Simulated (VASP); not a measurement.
# BeAl15N16 (a cell with a defect) in VASP: electric field gradients with PBE

Aim: the electric field gradients of BeAl15N16 (a cell with a defect) with PBE.

Everything below comes from runs of VASP 6.6.1. Logs are shortened: lines on timing, memory, paths and dates and some standing lists are left out, and cuts for length are marked.

### 1 The cell of the first run

The cell holds a defect, 32 atoms: a = 6.260 Å, b = 6.260 Å, c = 10.035 Å, α = 90.00°, β = 90.00°, γ = 120.00°.

### 2 Electric field gradients, PBE, collinear spin

INCAR reads:

```
SYSTEM = BeAl15N16
PREC = Accurate ; ENCUT = 520
EDIFF = 1E-8 ; ISMEAR = -1
SIGMA = 0.01 ; LREAL = Auto
LASPH = .TRUE. ; NELM = 150
ALGO = Normal ; ISIF = 2
LWAVE = .FALSE. ; LCHARG = .FALSE.
ISPIN = 2 ; MAGMOM = 0 0 0 0 0 0 0 0 0 0 0 0 0 0 0 0 0.1 0.04 0.07 0.47 0.13 0.05 0.09 0.04 0.17 0.06 0.08 0.04 0.07 0.08 0.05 0.07
LORBIT = 11 ; NUPDOWN = 2.0
GGA = PE ; LEFG = .TRUE.
NELECT = 126.0 ; NBANDS = 90
KPAR = 2 ; NCORE = 2
```

KPOINTS reads:

```
Automatic mesh
0
Gamma
  2 2 2
  0.5 0.5 0.5
```

POSCAR reads:

```
BeAl15N16
1.0
    6.2595139128      0.0000000578      0.0000000000
   -3.1297570064      5.4208980350      0.0000000000
    0.0000000000      0.0000000000     10.0348065929
Al Be N
15 1 16
Direct
    0.3336877681      0.1653496017      0.2517696971
    0.3368287503      0.1637494254      0.7476025275
    0.1679188825      0.3330745094      0.9986570807
    0.3316703422      0.6629375882      0.2518267904
    0.1644590368      0.8332145382      0.4981041597
    0.3360066605      0.6717979501      0.7462381309
    0.1672848046      0.8338798657      1.0001447838
    0.8377978869      0.1666007435      0.2496502117
    0.6656282350      0.3349761569      0.4989711437
    0.8294746687      0.1649891186      0.7479548225
    0.6669305961      0.3327405359      0.9996927974
    0.8350732986      0.6649735639      0.2503496104
    0.6639814611      0.8298874242      0.4973002010
    0.8343461697      0.6656855155      0.7492033969
    0.6681194204      0.8341343230      0.9993236569
    0.1728398905      0.3340737698      0.4689995547
    0.3270491595      0.1739159029      0.4427374359
    0.1700839907      0.3311346959      0.1893318027
    0.3334805399      0.1674095476      0.9395262077
    0.1687114015      0.3324066396      0.7033324877
    0.3241572915      0.6553288992      0.4438055865
    0.1700209724      0.8314067327      0.1908206817
    0.3347907480      0.6695085130      0.9393150092
    0.1680222243      0.8321669186      0.6896150132
    0.8423464191      0.1735217030      0.4441641230
    0.6695969337      0.3302817951      0.1915823883
    0.8330110127      0.1682957834      0.9398264130
    0.6691597371      0.3328748222      0.6895475690
    0.8314811422      0.6679280487      0.4397106098
    0.6682246637      0.8307015030      0.1921833047
    0.8331324894      0.6683782600      0.9408406420
    0.6700552426      0.8326644688      0.6905191218
```

Potentials or basis: VASP PAW PBE potentials, release 64 (Al, Be, N).

Started as:

```
cat potpaw_PBE.64/Al/POTCAR potpaw_PBE.64/Be/POTCAR potpaw_PBE.64/N/POTCAR > POTCAR
mpirun -np 4 vasp_std > vasp.out
```

OUTCAR:

```text
SYSTEM = BeAl15N16
   PREC = Accurate
   ENCUT = 520
   EDIFF = 1E-8
   ISMEAR = -1
   LREAL = Auto
   LASPH = .TRUE.
   NELM = 150
   ISIF = 2
   ISPIN = 2
   LORBIT = 11
   NUPDOWN = 2.0
   GGA = PE
   NELECT = 126.0

 ion  position               nearest neighbor table
   1  0.334  0.165  0.252-  18 1.89  22 1.91  17 1.92  26 1.92  16 2.82   5 3.06   9 3.06   7 3.10
                             8 3.11  11 3.11   3 3.12   4 3.12  12 3.13  12 3.13   4 3.14   8 3.15
   2  0.337  0.164  0.748-  20 1.88  24 1.89  28 1.89  19 1.93   9 3.07   6 3.08   5 3.08  10 3.08
                            11 3.10   7 3.10   3 3.12  14 3.13  14 3.13  10 3.18   6 3.18
   3  0.168  0.333  0.999-  19 1.89  27 1.91  18 1.91  23 1.92   8 3.09   4 3.11  10 3.11   2 3.12
                             1 3.12   7 3.12  11 3.12  15 3.13   6 3.13  15 3.13  11 3.13   7 3.14
   4  0.332  0.663  0.252-  22 1.89  18 1.91  30 1.92  21 1.93  16 2.82  13 3.05   5 3.07   8 3.10
                             3 3.11   7 3.11  12 3.11   1 3.12  15 3.12   1 3.14  12 3.14   8 3.16
   5  0.164  0.833  0.498-  29 1.90  21 1.91  24 1.92  17 1.93   1 3.06  12 3.06   4 3.07   6 3.08
                             2 3.08  14 3.09   9 3.12  13 3.12  13 3.14   9 3.14
   6  0.336  0.672  0.746-  24 1.87  20 1.89  32 1.90  23 1.94  13 3.07   5 3.08   2 3.08  10 3.09
                            15 3.11   7 3.12  14 3.12   3 3.13  14 3.14  10 3.17   2 3.18
   7  0.167  0.834  0.000-  23 1.90  31 1.91  19 1.91  22 1.91  12 3.09  14 3.10   1 3.10   2 3.10
                             4 3.11   6 3.12   3 3.12  11 3.13  15 3.13  15 3.13  11 3.13   3 3.14
   8  0.838  0.167  0.250-  26 1.89  18 1.90  30 1.91  25 1.95  16 2.85  13 3.08   3 3.09  15 3.09
                             4 3.10  11 3.10   1 3.11   9 3.11  12 3.13  12 3.13   1 3.15   4 3.16
   9  0.666  0.335  0.499-  29 1.90  28 1.91  25 1.91  17 1.92   1 3.06   2 3.07  12 3.07  10 3.09
                            14 3.09  13 3.10   8 3.11   5 3.12   5 3.14  13 3.16
  10  0.829  0.165  0.748-  28 1.87  32 1.89  20 1.89  27 1.93   2 3.08   9 3.09   6 3.09  15 3.10
                            11 3.10  13 3.10   3 3.11  14 3.12  14 3.14   6 3.17   2 3.18
  11  0.667  0.333  1.000-  27 1.89  19 1.91  31 1.91  26 1.93  12 3.09  14 3.09  10 3.10   2 3.10
                             8 3.10   1 3.11   3 3.12  15 3.12   7 3.13   7 3.13  15 3.13   3 3.13
  12  0.835  0.665  0.250-  30 1.89  29 1.90  26 1.91  22 1.91   5 3.06   9 3.07  13 3.08   7 3.09
                            11 3.09  15 3.11   4 3.11   1 3.13   8 3.13   8 3.13   1 3.13   4 3.14
  13  0.664  0.830  0.497-  29 1.88  21 1.92  25 1.94  32 1.94   4 3.05   6 3.07  12 3.08   8 3.08
                            10 3.10   9 3.10  14 3.11   5 3.12   5 3.14   9 3.16
  14  0.834  0.666  0.749-  32 1.89  28 1.90  24 1.91  31 1.92   9 3.09   5 3.09  11 3.09  15 3.10
                             7 3.10  13 3.11  10 3.12   6 3.12   2 3.13   2 3.13   6 3.14  10 3.14
  15  0.668  0.834  0.999-  31 1.89  23 1.90  27 1.91  30 1.94   8 3.09  10 3.10  14 3.10  12 3.11
                             6 3.11   4 3.12  11 3.12   7 3.13   3 3.13   3 3.13   7 3.13  11 3.13
  16  0.173  0.334  0.469-  17 1.72  21 1.76  25 1.81   4 2.82   1 2.82   8 2.85
  17  0.327  0.174  0.443-  16 1.72   1 1.92   9 1.92   5 1.93
  18  0.170  0.331  0.189-   1 1.89   8 1.90   4 1.91   3 1.91
  19  0.333  0.167  0.940-   3 1.89  11 1.91   7 1.91   2 1.93
  20  0.169  0.332  0.703-   2 1.88   6 1.89  10 1.89
  21  0.324  0.655  0.444-  16 1.76   5 1.91  13 1.92   4 1.93
  22  0.170  0.831  0.191-   4 1.89   1 1.91  12 1.91   7 1.91
  23  0.335  0.670  0.939-   7 1.90  15 1.90   3 1.92   6 1.94
  24  0.168  0.832  0.690-   6 1.87   2 1.89  14 1.91   5 1.92
  25  0.842  0.174  0.444-  16 1.81   9 1.91  13 1.94   8 1.95
  26  0.670  0.330  0.192-   8 1.89  12 1.91   1 1.92  11 1.93
  27  0.833  0.168  0.940-  11 1.89  15 1.91   3 1.91  10 1.93
[... 2195 lines left out ...]

  energy  without entropy=     -240.4109402436  energy(sigma->0) =     -240.41269503

 Electric field gradients (V/A^2)
---------------------------------------------------------------------
 ion       V_xx      V_yy      V_zz      V_xy      V_xz      V_yz
---------------------------------------------------------------------
   1      -2.510    -1.244     3.754     2.622    -0.953    -0.364
   2      -5.603    -6.220    11.823     0.530     3.221    -2.269
   3      -4.487    -0.675     5.163     1.761     0.535    -0.815
   4      -2.187    -3.123     5.310     2.979    -1.381    -0.313
   5      -3.541    -2.173     5.715     1.675    -2.580    -1.875
   6      -9.539    -4.898    14.437     2.834    -1.883     4.407
[... 24 lines left out ...]
  31      -3.339    -1.577     4.916     0.379    -0.596    -0.596
  32      -2.616    -3.627     6.243    -1.206    -0.417    -1.188
---------------------------------------------------------------------

 Electric field gradients after diagonalization (V/A^2)
 (convention: |V_zz| > |V_xx| > |V_yy|)
----------------------------------------------------------------------
 ion       V_xx      V_yy      V_zz     asymmetry (V_yy - V_xx)/ V_zz
----------------------------------------------------------------------
   1       4.025     0.582    -4.608       0.747
   2      -7.248    -5.395    12.643       0.147
   3      -5.237    -0.046     5.283       0.983
   4       5.645     0.066    -5.711       0.977
   5      -4.814    -2.127     6.941       0.387
   6     -11.405    -4.051    15.456       0.476
[... 24 lines left out ...]
  31      -3.444    -1.574     5.017       0.373
  32      -4.567    -1.825     6.392       0.429
----------------------------------------------------------------------

           NMR quadrupolar parameters

 Cq : quadrupolar parameter    Cq=e*Q*V_zz/h
 eta: asymmetry parameters     (V_yy - V_xx)/ V_zz
 Q  : nuclear electric quadrupole moment in mb (millibarn)
----------------------------------------------------------------------
 ion       Cq(MHz)       eta       Q (mb)
----------------------------------------------------------------------
   1      -0.011       0.747       1.000
   2       0.031       0.147       1.000
   3       0.013       0.983       1.000
   4      -0.014       0.977       1.000
   5       0.017       0.387       1.000
   6       0.037       0.476       1.000
[... 24 lines left out ...]
  31       0.012       0.373       1.000
  32       0.015       0.429       1.000
----------------------------------------------------------------------

 total charge

# of ion       s       p       d       tot
------------------------------------------
    1        0.364   0.423   0.000   0.786
    2        0.366   0.431   0.000   0.797
    3        0.362   0.422   0.000   0.784
    4        0.364   0.422   0.000   0.786
    5        0.362   0.417   0.000   0.779
    6        0.366   0.431   0.000   0.797
[... 24 lines left out ...]
   31        1.224   2.605   0.000   3.830
   32        1.225   2.608   0.000   3.833
--------------------------------------------------
tot         25.489  48.376   0.000  73.865

 magnetization (x)

# of ion       s       p       d       tot
------------------------------------------
    1       -0.001   0.002   0.000   0.002
    2       -0.003  -0.001   0.000  -0.004
    3        0.000   0.000   0.000   0.000
    4       -0.001   0.002   0.000   0.002
    5       -0.002   0.001   0.000  -0.000
    6       -0.003  -0.001   0.000  -0.004
[... 24 lines left out ...]
   31        0.001   0.042   0.000   0.043
   32        0.001   0.051   0.000   0.052
--------------------------------------------------
tot          0.016   1.389   0.000   1.405
```

Wall time 7.5 min (4 MPI ranks of Intel Xeon Platinum 8375C at 2.90GHz (Ice Lake), shared host); peak memory 0.51 GiB.

Results:

| Item | Value |
| --- | --- |
| Free energy | -240.4144 eV |
| Largest force | 0.465 eV/Å |
| Net moment | 2.00 μB per cell |
| Site moments | Al +0.00, -0.00 (each value once); Be +0.00; N +0.10, +0.03, +0.07, +0.41, +0.11, +0.05, +0.04, +0.15, +0.06 (each value once) μB |
| Largest electric field gradient by atom | Al -4.6, +12.6, +5.3, -5.7, +6.9, +15.5, +4.4, +11.4, +5.0, +13.1, -3.2, +9.9, +6.5, +8.8 (each value once); Be +13.2; N +5.1, +2.5, +9.2, +87.7, -7.7, +3.6, +9.5, -4.8, +13.6, +6.1, +8.0, -4.2, +2.3, +7.7, +5.0, +6.4 V/Å² |
| Valence electrons inside the program's atomic spheres | Al 0.79, 0.80, 0.78 (each value once); Be 1.01; N 3.79, 3.84, 3.83, 3.73, 3.82, 3.76, 3.85 (each value once) |

Forces on the atoms (eV/Å):
```
Al   0.128  0.018 -0.163
Al   0.075 -0.054 -0.052
Al  -0.129  0.192 -0.120
Al   0.231 -0.030 -0.127
Al  -0.071  0.055  0.213
Al   0.235 -0.077  0.099
Al  -0.048 -0.037 -0.162
Al   0.058 -0.088  0.169
Al   0.065  0.017  0.065
Al   0.214 -0.121 -0.092
Al  -0.087  0.186 -0.035
Al   0.039 -0.036 -0.147
Al  -0.056  0.299  0.352
Al   0.061  0.043  0.031
Al  -0.131  0.010  0.005
Be  -0.356  0.012  0.123
N    0.122 -0.135  0.018
N   -0.176  0.081  0.046
N    0.164 -0.085  0.057
N   -0.141  0.070  0.102
N    0.237 -0.077 -0.155
N   -0.218  0.098  0.154
N    0.055 -0.174  0.057
N   -0.212  0.118 -0.091
N    0.254 -0.157 -0.229
N   -0.242  0.075  0.014
N    0.175 -0.107  0.086
N   -0.231  0.082  0.025
N    0.205 -0.143 -0.050
N   -0.189  0.110 -0.032
N    0.217 -0.173  0.052
N   -0.245  0.033 -0.215
```

Electric field gradients, principal values (V/Å²):
| atom | least | middle | greatest (by size) |
| --- | --- | --- | --- |
| 1 Al | 0.582 | 4.025 | -4.608 |
| 2 Al | -5.395 | -7.248 | 12.643 |
| 3 Al | -0.046 | -5.237 | 5.283 |
| 4 Al | 0.066 | 5.645 | -5.711 |
| 5 Al | -2.127 | -4.814 | 6.941 |
| 6 Al | -4.051 | -11.405 | 15.456 |
| 7 Al | -1.128 | -3.288 | 4.416 |
| 8 Al | -4.029 | -7.325 | 11.354 |
| 9 Al | -1.288 | -3.733 | 5.021 |
| 10 Al | -3.862 | -9.246 | 13.107 |
| 11 Al | -1.427 | -5.427 | 6.854 |
| 12 Al | 0.267 | 2.914 | -3.181 |
| 13 Al | -1.815 | -8.112 | 9.927 |
| 14 Al | -1.704 | -4.816 | 6.520 |
| 15 Al | -1.781 | -7.051 | 8.832 |
| 16 Be | -4.768 | -8.439 | 13.207 |
| 17 N | -1.106 | -3.980 | 5.086 |
| 18 N | -0.653 | -1.866 | 2.519 |
| 19 N | -4.026 | -5.211 | 9.236 |
| 20 N | -43.110 | -44.546 | 87.656 |
| 21 N | 0.004 | 7.737 | -7.740 |
| 22 N | -1.124 | -2.482 | 3.606 |
| 23 N | -2.712 | -6.780 | 9.492 |
| 24 N | 0.180 | 4.605 | -4.785 |
| 25 N | -0.700 | -12.905 | 13.605 |
| 26 N | -2.247 | -3.893 | 6.140 |
| 27 N | -3.123 | -4.851 | 7.975 |
| 28 N | 0.806 | 3.346 | -4.152 |
| 29 N | -0.801 | -1.519 | 2.320 |
| 30 N | -2.198 | -5.501 | 7.699 |
| 31 N | -1.574 | -3.444 | 5.017 |
| 32 N | -1.825 | -4.567 | 6.392 |

Caveat: the k points lie up to 0.58 Å⁻¹ apart; the cell carries a net charge on a neutralising background, which shifts energy and pressure; without QUAD_EFG the Cq values of the log hold for a quadrupole moment of 1 mb, not for the nuclei; the total moment is fixed, so each spin has its own Fermi level.
